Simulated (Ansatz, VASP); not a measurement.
# ZrB in VASP and in Ansatz

```
Zr B
1.0
     0.05231    2.32500    2.32500
     2.37731    0.00000    2.37731
     2.32500    2.32500    0.05231
Zr B
1 1
Direct
  0.00000 0.00000 0.00000
  0.50000 0.50000 0.50000
```

Change from the starting cell: strain +0.0450 x Voigt [0, 0, 0, 0, 1, 0], atoms carried along.

Alike in both runs: task single point; functional PBE; k mesh 18 × 18 × 18; occupations gaussian, width 0.15 eV; no spin polarisation.

```csv
,VASP,Ansatz
version,VASP 6.6.1,Ansatz 0.2.0
potentials or method,"VASP PAW PBE potentials, release 64 (Zr_sv, B), cutoff 520 eV","scalar-relativistic, plane waves, PAW"
valence electrons in the cell,15,15
```

```csv
,VASP,Ansatz,Ansatz less VASP
gap on the k mesh at the Fermi level (eV),none,none,-
pressure (GPa),35.1,34.9,-0.17
"traceless stress, the component that is largest in VASP (GPa)",-2.68,-2.69,-0.009
```

A gap of «none» marks a metal or a gap that the smearing closes. Both programs put the cell under a high pressure, so it lies far from rest at this level.
